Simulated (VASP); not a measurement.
# AlNi (F-43m) in VASP: further runs

Runs on AlNi. Level: r2SCAN. Tasks: single point, relaxation of cell and atoms.

Program: VASP 6.6.1. These are calculated values, not measurements. Logs are shortened: lines on timing, memory, paths and dates and some standing lists are left out, and cuts for length are marked.

**1. The cell of the first run**

It takes space group F-43m (No. 216, cubic). Conventional cell: a = 5.311 Å, b = 5.311 Å, c = 5.311 Å, α = 90.00°, β = 90.00°, γ = 90.00°. Al (site symmetry -43m) has 4 Ni at 2.30 Å within 3.0 Å. Within 3.0 Å of Ni (site symmetry -43m) lie 4 Al at 2.30 Å.

**2. Single point, r2SCAN**

Contents of POSCAR:

```
AlNi
1.0
    0.0000000000      2.6554337207      2.6554337207
    2.6554337207      0.0000000000      2.6554337207
    2.6554337207      2.6554337207      0.0000000000
Al Ni
1 1
Direct
    0.0000000000      0.0000000000      0.0000000000
    0.7500000000      0.7500000000      0.7500000000
```

Contents of INCAR.step1:

```
SYSTEM = AlNi
  ALGO = Normal
  EDIFF = 1E-4
  ENCUT = 520
  GGA = PE
  ISMEAR = 0
  LASPH = .TRUE.
  LCHARG = .FALSE.
  LREAL = .FALSE.
  LWAVE = .TRUE.
  NBANDS = 14
  NELM = 80
  PREC = Accurate
  SIGMA = 0.1
```

Contents of INCAR.step2:

```
SYSTEM = AlNi
  ALGO = Normal
  EDIFF = 1E-6
  ENCUT = 520
  ISIF = 2
  ISMEAR = 0
  ISTART = 1
  LASPH = .TRUE.
  LCHARG = .TRUE.
  LELF = .TRUE.
  LMIXTAU = .TRUE.
  LREAL = .FALSE.
  LVHAR = .TRUE.
  LWAVE = .FALSE.
  METAGGA = R2SCAN
  NBANDS = 14
  NELM = 80
  PREC = Accurate
  SIGMA = 0.1
```

Contents of KPOINTS:

```
k-points
0
G
  6 6 6
  0 0 0
```

Potentials or basis: VASP PAW PBE potentials, release 64 (Al, Ni).

Started as:

```sh
$ cat potpaw_PBE.64/Al/POTCAR potpaw_PBE.64/Ni/POTCAR > POTCAR
$ cp INCAR.step1 INCAR
$ mpirun -np 1 vasp_std > vasp.out
$ cp INCAR.step2 INCAR
$ mpirun -np 1 vasp_std > vasp.out
```

OUTCAR:

```text
SYSTEM = AlNi
   EDIFF = 1E-6
   ENCUT = 520
   ISIF = 2
   ISMEAR = 0
   ISTART = 1
   LASPH = .TRUE.
   LREAL = .FALSE.
   METAGGA = R2SCAN
   NELM = 80
   PREC = Accurate

 ion  position               nearest neighbor table
   1  0.000  0.000  0.000-   2 2.30   2 2.30   2 2.30   2 2.30
   2  0.750  0.750  0.750-   1 2.30   1 2.30   1 2.30   1 2.30

  LATTYP: Found a face centered cubic cell.
 ALAT       =     5.3108674414

  Lattice vectors:

 A1 = (   0.0000000000,   2.6554337207,   2.6554337207)
 A2 = (   2.6554337207,   0.0000000000,   2.6554337207)
 A3 = (   2.6554337207,   2.6554337207,   0.0000000000)

Analysis of symmetry for initial positions (statically):
=====================================================================
 Subroutine PRICEL returns:
 Original cell was already a primitive cell.

 Routine SETGRP: Setting up the symmetry group for a
 face centered cubic supercell.

 Subroutine GETGRP returns: Found 24 space group operations
 (whereof 24 operations were pure point group operations)
 out of a pool of 48 trial point group operations.

The static configuration has the point symmetry T_d .

Analysis of symmetry for dynamics (positions and initial velocities):
=====================================================================
 Subroutine PRICEL returns:
 Original cell was already a primitive cell.

 Routine SETGRP: Setting up the symmetry group for a
 face centered cubic supercell.

 Subroutine GETGRP returns: Found 24 space group operations
 (whereof 24 operations were pure point group operations)
 out of a pool of 48 trial point group operations.

The dynamic configuration has the point symmetry T_d .

 Subroutine INISYM returns: Found 24 space group operations
 (whereof 24 operations are pure point group operations),
 and found     1 'primitive' translations

----------------------------------------------------------------------------------------

                                     Primitive cell

  volume of cell :      37.4487

  direct lattice vectors                    reciprocal lattice vectors
     0.000000000  2.655433721  2.655433721    -0.188293158  0.188293158  0.188293158
     2.655433721  0.000000000  2.655433721     0.188293158 -0.188293158  0.188293158
     2.655433721  2.655433721  0.000000000     0.188293158  0.188293158 -0.188293158

  length of vectors
     3.755350382  3.755350382  3.755350382     0.326133316  0.326133316  0.326133316

  position of ions in fractional coordinates (direct lattice)
     0.000000000  0.000000000  0.000000000
     0.750000000  0.750000000  0.750000000

  ion indices of the primitive-cell ions
   primitive index   ion index
                 1           1
                 2           2

----------------------------------------------------------------------------------------

 KPOINTS: k-points

Automatic generation of k-mesh.
 Grid dimensions read from file:
 generate k-points for:    6    6    6

 Generating k-lattice:

  Cartesian coordinates                     Fractional coordinates (reciprocal lattice)
    -0.031382193  0.031382193  0.031382193     0.166666667  0.000000000  0.000000000
     0.031382193 -0.031382193  0.031382193     0.000000000  0.166666667  0.000000000
     0.031382193  0.031382193 -0.031382193     0.000000000  0.000000000  0.166666667

  Length of vectors
     0.054355553  0.054355553  0.054355553

  Shift w.r.t. Gamma in fractional coordinates (k-lattice)
     0.000000000  0.000000000  0.000000000

 Subroutine IBZKPT returns following result:
 ===========================================

 Found     16 irreducible k-points:

 Following reciprocal coordinates:
            Coordinates               Weight
  0.000000  0.000000  0.000000      1.000000
  0.166667  0.000000  0.000000      8.000000
  0.333333  0.000000  0.000000      8.000000
  0.500000  0.000000  0.000000      4.000000
  0.166667  0.166667  0.000000      6.000000
  0.333333  0.166667  0.000000     24.000000
[... 8 lines left out ...]
 -0.333333  0.333333  0.166667     24.000000
 -0.333333  0.500000  0.166667     12.000000
   k-points           NKPTS =     16   k-points in BZ     NKDIM =     16   number of bands    NBANDS=     14
   number of dos      NEDOS =    301   number of ions     NIONS =      2
   total plane-waves  NPLWV =  21952
   dimension x,y,z NGX =    28 NGY =   28 NGZ =   28
   dimension x,y,z NGXF=    56 NGYF=   56 NGZF=   56
   ions per type =               1   1
   NGX,Y,Z   is equivalent  to a cutoff of  12.40, 12.40, 12.40 a.u.
   NGXF,Y,Z  is equivalent  to a cutoff of  24.79, 24.79, 24.79 a.u.
 SYSTEM =  AlNi
   PREC   = accura    normal or accurate (medium, high low for compatibility)
   ISTART =      1    job   : 0-new  1-cont  2-samecut
   ICHARG =      0    charge: 1-file 2-atom 10-const
   ISPIN  =      1    spin polarized calculation?
   LNONCOLLINEAR =      F non collinear calculations
   LSORBIT =      F    spin-orbit coupling
   LASPH  =      T    aspherical Exc in radial PAW
   ENCUT  =  520.0 eV  38.22 Ry    6.18 a.u.   6.98  6.98  6.98*2*pi/ulx,y,z
   NELM   =     80;   NELMIN=  2; NELMDL=  0     # of ELM steps
   EDIFF  = 0.1E-05   stopping-criterion for ELM
   LREAL  =      F    real-space projection
   EDIFFG = 0.1E-04   stopping-criterion for IOM
   NSW    =      0    number of steps for IOM
   IBRION =     -1    ionic relax: 0-MD 1-quasi-New 2-CG
   NFREE  =      0    steps in history (QN), initial steepest desc. (CG)
   ISIF   =      2    stress and relaxation
   ISYM   =      2    0-nonsym 1-usesym 2-fastsym
   POTIM  = 0.5000    time-step for ionic-motion
   TEBEG  =    0.0;   TEEND  =   0.0 temperature during run
   PSTRESS=    0.0 pullay stress
   NELECT =      13.0000    total number of electrons
   NUPDOWN=      -1.0000    fix difference up-down
   EMIN   =  10.00;   EMAX   =-10.00  energy-range for DOS
   EFERMI =   0.00;   METHOD = LEGACY
   ISMEAR =     0;   SIGMA  =   0.10  broadening in eV -4-tet -1-fermi 0-gaus
   EFERMI_NEDOS =   21; number of points for ismear=-14 and -15
   IALGO  =     38    algorithm
   IMIX   =      4    mixing-type and parameters
     AMIX     =   0.40;   BMIX     =  1.00
     AMIX_MAG =   1.60;   BMIX_MAG =  1.00
  volume/ion in A,a.u.               =      18.72       126.36
  Fermi-wavevector in a.u.,A,eV,Ry     =   1.150563  2.174249 18.011334  1.323796
  Thomas-Fermi vector in A             =   2.287226
   LORBIT       =      0    0 simple, 1 ext, 2 COOP (PROOUT), +10 PAW based schemes
   METAGGA = R2SCAN    functional components
   LHFCALC =     F    Hartree Fock is set to
   AEXX    =    0.0000 exact exchange contribution
   IVDW    =     0    specifies the selected vdW correction
   LEPSILON=     F    determine dielectric tensor
   LRPA    =     F    only Hartree local field effects (RPA)
 non-spin polarized calculation
 Gauss-broadening in eV      SIGMA  =   0.10
  energy-cutoff  :      520.00
  volume of cell :       37.45
 maximum number of plane-waves:      1018
   NGX = 13   NGY = 13   NGZ = 13

 number of electron      12.9999992 magnetization

 Free energy of the ion-electron system (eV)
  ---------------------------------------------------
  ext. energy  EPLUGINS =         0.00000000
  ---------------------------------------------------
  free energy    TOTEN  =       -17.52710272 eV

  energy without entropy =      -17.51742238  energy(sigma->0) =      -17.52226255

 E-fermi :   4.4454     XC(G=0): -10.3309

 val. band max:        4.3971273319   @ k =   0.5000   0.3333   0.0000
 cond. band min:       4.5231915208   @ k =  -0.3333   0.3333   0.0000
 fundamental gap:      0.1260641889
 Fermi energy:         4.4453689981

 k-point     1 :       0.0000    0.0000    0.0000
  band No.  band energies     occupation
      1      -3.7071      2.00000
      2       2.4540      2.00000
      3       2.4541      2.00000
      4       2.4541      2.00000
      5       3.0797      2.00000
      6       3.0797      2.00000
      7      11.8537      0.00000
      8      11.8537      0.00000
      9      11.8537      0.00000
     10      12.7021      0.00000
     11      12.7021      0.00000
     12      12.7021      0.00000
     13      16.4221      0.00000
     14      18.0568      0.00000

 k-point     2 :       0.1667    0.0000    0.0000
  band No.  band energies     occupation
      1      -3.2610      2.00000
      2       2.3588      2.00000
      3       2.5137      2.00000
      4       2.5138      2.00000
      5       3.0668      2.00000
      6       3.0668      2.00000
      7       8.4114      0.00000
      8      10.8092      0.00000
      9      10.8092      0.00000
     10      13.7282      0.00000
     11      13.8420      0.00000
     12      13.8420      0.00000
     13      16.9403      0.00000
     14      16.9404      0.00000

 k-point     3 :       0.3333    0.0000    0.0000
  band No.  band energies     occupation
      1      -2.0029      2.00000
      2       2.0296      2.00000
      3       2.5700      2.00000
      4       2.5701      2.00000
      5       3.1260      2.00000
      6       3.1260      2.00000
      7       4.9381      0.00000
      8       9.8966      0.00000
      9       9.8966      0.00000
     10      13.5454      0.00000
     11      13.6522      0.00000
     12      13.6522      0.00000
     13      16.4394      0.00000
     14      18.2673      0.00000
[... 188 lines left out ...]
 k-point    15 :      -0.3333    0.3333    0.1667
  band No.  band energies     occupation
      1       0.1166      2.00000
      2       1.8763      2.00000
      3       2.3091      2.00000
      4       2.9346      2.00000
      5       3.0033      2.00000
      6       3.3110      2.00000
      7       3.9579      2.00000
      8       5.7269      0.00000
      9       6.8636      0.00000
     10      13.2073      0.00000
     11      14.3531      0.00000
     12      16.6417      0.00000
     13      17.1418      0.00000
     14      19.5833      0.00000

 k-point    16 :      -0.3333    0.5000    0.1667
  band No.  band energies     occupation
      1       0.5729      2.00000
      2       1.5779      2.00000
      3       2.7823      2.00000
      4       2.7997      2.00000
      5       3.1570      2.00000
      6       3.5886      2.00000
      7       3.8735      2.00000
      8       5.3064      0.00000
      9       5.8360      0.00000
     10      12.7263      0.00000
     11      13.1508      0.00000
     12      17.4948      0.00000
     13      17.6003      0.00000
     14      21.6129      0.00000

------------------------ aborting loop because EDIFF is reached ----------------------------------------

  FORCE on cell =-STRESS in cart. coord.  units (eV):
  Direction    XX          YY          ZZ          XY          YZ          ZX
  --------------------------------------------------------------------------------------
  -------------------------------------------------------------------------------------
  Total       -0.0186734     -0.0186734     -0.0186734      0.0000000      0.0000000      0.0000000
  in kB       -0.7989075     -0.7989075     -0.7989075      0.0000000      0.0000000      0.0000000
  external PRESSURE =      -0.7989075 kB  Pullay stress =       0.0000000 kB

 VOLUME and BASIS-vectors are now :
 -----------------------------------------------------------------------------
  energy-cutoff  :      520.00
  volume of cell :       37.45
      direct lattice vectors                 reciprocal lattice vectors
     0.000000000  2.655433721  2.655433721    -0.188293158  0.188293158  0.188293158
     2.655433721  0.000000000  2.655433721     0.188293158 -0.188293158  0.188293158
     2.655433721  2.655433721  0.000000000     0.188293158  0.188293158 -0.188293158

 POSITION                                       TOTAL-FORCE (eV/Angst)
 -----------------------------------------------------------------------------------
      0.00000      0.00000      0.00000        -0.000000     -0.000000     -0.000000
      3.98315      3.98315      3.98315         0.000000      0.000000      0.000000
 -----------------------------------------------------------------------------------
    total drift:                                0.000013      0.000013      0.000013

  FREE ENERGIE OF THE ION-ELECTRON SYSTEM (eV)
  ---------------------------------------------------
  free  energy   TOTEN  =       -17.5271027154 eV

  energy  without entropy=      -17.5174223817  energy(sigma->0) =      -17.52226255
```

Wall time 55 s (1 thread of Intel Xeon 8259CL, shared host); peak memory 0.16 GiB.

What came out:

| Property | Result |
| --- | --- |
| Free energy | -17.5271 eV |
| Pressure | -0.1 GPa |
| Band gap on the k mesh | zero (an odd number of electrons rules out a gap without spin polarisation) |

Caveat: the PAW data sets were made with another functional, which shifts forces and pressure a little. Spin polarisation is off, so any magnetic state and its effect on volume and gap are missing.

**3. Single point, r2SCAN, collinear spin, ferromagnetic start**

This run uses another cell than the first one, of 12.37 Å³/atom.

Contents of POSCAR:

```
AlNi
1.0
    0.0000000000      2.3127756267      2.3127756267
    2.3127756267      0.0000000000      2.3127756267
    2.3127756267      2.3127756267      0.0000000000
Al Ni
1 1
Direct
    0.0000000000      0.0000000000      0.0000000000
    0.7500000000      0.7500000000      0.7500000000
```

Contents of INCAR.step1:

```
PREC = Accurate
ENCUT = 520
ISMEAR = 0
SIGMA = 0.1
LREAL = F
LASPH = T
NELM = 150
ISPIN = 2
MAGMOM = 0 2
LMAXMIX = 4
NBANDS = 18
GGA = PE
ALGO = Normal
EDIFF = 1E-4
LWAVE = T
LCHARG = F
```

Contents of INCAR.step2:

```
PREC = Accurate
ENCUT = 520
EDIFF = 1E-7
ISMEAR = 0
SIGMA = 0.1
LREAL = F
LASPH = T
NELM = 150
ALGO = Normal
ISIF = 2
LWAVE = F
LCHARG = F
ISPIN = 2
MAGMOM = 0 2
LORBIT = 11
LMAXMIX = 4
METAGGA = R2SCAN
LMIXTAU = T
NBANDS = 18
ISTART = 1
```

Contents of KPOINTS:

```
Automatic mesh
0
Gamma
  6 6 6
```

Potentials or basis: VASP PAW PBE potentials, release 64 (Al, Ni).

Started as:

```sh
$ cat potpaw_PBE.64/Al/POTCAR potpaw_PBE.64/Ni/POTCAR > POTCAR
$ cp INCAR.step1 INCAR
$ mpirun -np 1 vasp_std > vasp.out
$ cp INCAR.step2 INCAR
$ mpirun -np 1 vasp_std > vasp.out
```

Wall time 90 s (1 thread of Intel Xeon 8259CL, shared host); peak memory 0.16 GiB.

Results (log left out):

```yaml
Free_energy: -15.6446 eV
Pressure: 67.1 GPa
Net_moment: 0.00 μB per cell
Valence_electrons_inside_the_program's_atomic_spheres: Al 1.08; Ni 10.05
```

Levels at points of the mesh, in eV from the Fermi level:
Spin up:
```csv
k point,band 4,band 5,band 6,band 7,band 8,band 9
"(0.00, 0.00, 0.00)",-3.34,-2.49,-2.49,9.16,9.16,9.16
"(0.50, 0.00, 0.00)",-3.25,-2.22,-2.22,-1.46,7.05,7.05
"(0.50, 0.50, 0.00)",-2.31,-2.31,-2.00,-0.53,2.52,2.52
```
Spin down:
```
           k point  band 3  band 4  band 5  band 6  band 7  band 8  band 9  band 10
(0.00, 0.00, 0.00)   -3.34   -3.34   -2.49   -2.49    9.16    9.16    9.16    11.72
(0.50, 0.00, 0.00)   -3.25   -3.25   -2.22   -2.22   -1.46    7.05    7.05    10.82
(0.50, 0.50, 0.00)   -2.89   -2.31   -2.31   -2.00   -0.53    2.52    2.52     6.91
```

Caveat: the k points lie up to 0.39 Å⁻¹ apart; the PAW data sets were made with another functional, which shifts forces and pressure a little.

(Part 1 of 2 ends here.)
